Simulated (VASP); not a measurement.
NbIn2S3, 6 atoms in the cell. Symmetry: P4mm, No. 99, tetragonal system. Conventional cell: a = 3.358 Å, b = 3.358 Å, c = 11.174 Å, α = 90.00°, β = 90.00°, γ = 90.00°. Within 3.5 Å of Nb (site symmetry 4mm) lie 4 S at 2.63 Å and 5 In at 3.08 to 3.49 Å and 4 Nb at 3.36 Å. In (site symmetry 4mm) has 4 Nb at 3.08 Å and 5 S at 3.09 to 3.17 Å and 4 In at 3.36 Å within 4.1 Å. In (site symmetry 4mm) has 8 S at 3.35 to 3.46 Å and 4 In at 3.36 Å and 1 Nb at 3.49 Å within 4.4 Å. Within 3.1 Å of S (site symmetry 2mm) lie 4 S at 2.37 Å. Within 3.5 Å of S (site symmetry 4mm) lie 4 Nb at 2.63 Å and 5 In at 3.09 to 3.35 Å and 4 S at 3.36 Å. 

```yaml
Program: VASP 6.6.1
Task: single point
Functional: PBE
Potentials_or_basis: VASP PAW PBE potentials, release 64 (Nb_sv, In_d, S)
Cutoff: 520 eV
k_mesh: 4 × 4 × 2
Occupations: gaussian, width 0.1 eV
Spin: no spin polarisation
Dipole_correction: no
Further_INCAR_settings: ALGO = Normal; EDIFF = 1e-06; NBANDS = 38
```

Potentials or basis: VASP PAW PBE potentials, release 64 (Nb_sv, In_d, S).

Launch:

```bash
$ cat potpaw_PBE.64/Nb_sv/POTCAR potpaw_PBE.64/In_d/POTCAR potpaw_PBE.64/S/POTCAR > POTCAR
$ mpirun -np 1 vasp_std > vasp.out
```

Hardware: 1 thread of Intel(R) Xeon(R) 6975P-C (Granite Rapids) (shared host).

Estimate the wall time of this run.

Run time: 37 s on 1 thread of Intel(R) Xeon(R) 6975P-C (Granite Rapids), with other jobs on the host, peak memory 0.26 GiB. Counts: scf iterations 16, k points 12.
